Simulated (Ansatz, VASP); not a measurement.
WAu in VASP and in Ansatz

```
W Au
1.0
     0.00000    2.90921    2.90921
     2.90921    0.00000    2.90921
     2.90921    2.90921    0.00000
W Au
1 1
Direct
  0.00000 0.00000 0.00000
  0.75000 0.75000 0.75000
```

Alike in both runs: task single point; functional HSE06; k mesh 4 × 4 × 4; occupations fermi-dirac, width 0.05 eV; non-collinear spin, spin-orbit coupling.

|  | VASP | Ansatz |
| --- | --- | --- |
| version | VASP 6.6.1 | Ansatz 0.2.0 |
| potentials or method | VASP PAW PBE potentials, release 64 (W_sv, Au) | Ansatz PAW |
| plane-wave cutoff (eV) | 520 | 420 |
| valence electrons in the cell | 25 | 33 |

|  | VASP | Ansatz | Ansatz less VASP |
| --- | --- | --- | --- |
| pressure (GPa) | -3.1 | -3.8 | -0.72 |
| net moment per atom (μB) | 0.00 | 0.00 | 0.000 |

VASP's potentials hold 25 valence electrons a cell and Ansatz's 33, so a difference there can come from the potentials and not from the codes.

The k mesh is coarse, so the values compare programs but aren't converged.
